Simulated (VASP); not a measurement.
## Ag: relaxation of the atoms with PBEsol

Ag:

```xyz
3
Lattice="1.4730 0.8505 7.4928 -1.4730 0.8505 7.4928 0.0000 -1.7009 7.4928" Properties=species:S:1:pos:R:3 pbc="T T T"
Ag    0.0000    0.0000    4.9965
Ag    0.0000    0.0000   17.4820
Ag    0.0000    0.0000    0.0000
```

```
Program                : VASP 6.6.1
Task                   : relaxation of the atoms
Functional             : PBEsol
Potentials or basis    : VASP PAW PBE potentials, release 64 (Ag)
Cutoff                 : 520 eV
k mesh                 : 9 × 9 × 9
Occupations            : fermi-dirac, width 0.05 eV
Spin                   : no spin polarisation
Dipole correction      : no
Further INCAR settings : ALGO = Normal; EDIFF = 1e-06; IBRION = 2; EDIFFG = -0.01; NSW = 60
```

| Quantity | Value |
| --- | --- |
| Pressure after relaxing | -10.1 GPa |
| Band gap on the k mesh | zero (an odd number of electrons rules out a gap without spin polarisation) |

Stress tensor (GPa, compression positive):
```
 -9.60   0.00   0.00
  0.00  -9.60   0.00
  0.00   0.00 -11.10
```

Final structure:
```
Ag
1.0
     1.47305    0.85046    7.49284
    -1.47305    0.85046    7.49284
     0.00000   -1.70093    7.49284
Ag
3
Direct
  0.22228 0.22228 0.22228
  0.77772 0.77772 0.77772
  0.00000 0.00000 0.00000
```

Levels at points of the mesh, in eV from the Fermi level:
```
           k point  band 13  band 14  band 15  band 16  band 17  band 18  band 19  band 20
(0.00, 0.00, 0.00)    -3.17    -3.17    -3.16    -3.15    -3.10    -3.10     6.70     6.72
```

Wall time 6.1 min on 1 thread of Oxide Virtual Turin-like Processor (shared host), peak memory 0.47 GiB.

Caveat: the relaxation stopped at its first step, so nothing moved; the PAW data sets were made with another functional, which shifts forces and pressure a little.
